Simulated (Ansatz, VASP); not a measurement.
**BAs: VASP beside Ansatz**

```xyz
2
Lattice="0.0000 2.4367 2.4367 2.4367 0.0000 2.4367 2.4367 2.4367 0.0000" Properties=species:S:1:pos:R:3 pbc="T T T"
B     0.0000    0.0000    0.0000
As    3.6550    3.6550    3.6550
```

Alike in both runs: task single point; functional RPBE; k mesh 8 × 8 × 8; occupations gaussian, width 0.05 eV; no spin polarisation.

|  | VASP | Ansatz |
| --- | --- | --- |
| version | VASP 6.6.1 | Ansatz 0.2.0 |
| potentials or method | VASP PAW PBE potentials, release 64 (B, As), cutoff 500 eV | scalar-relativistic, plane waves, PAW |
| valence electrons in the cell | 8 | 18 |

Ansatz gave:

```
gap on the k mesh at the Fermi level (eV) : 1.29
least direct gap on the mesh (eV)         : 3.21
pressure (GPa)                            : -2.4
```

**Question.** What did VASP give for the same quantities?

**Answer.** gap on the k mesh at the Fermi level (eV): 1.28; least direct gap on the mesh (eV): 3.20; pressure (GPa): -2.0.

VASP's potentials were made for PBE, not for RPBE. With one functional, cell and mesh, what is left measures potentials, basis and numerics. VASP's potentials hold 8 valence electrons a cell and Ansatz's 18, so a difference there can come from the potentials and not from the codes.
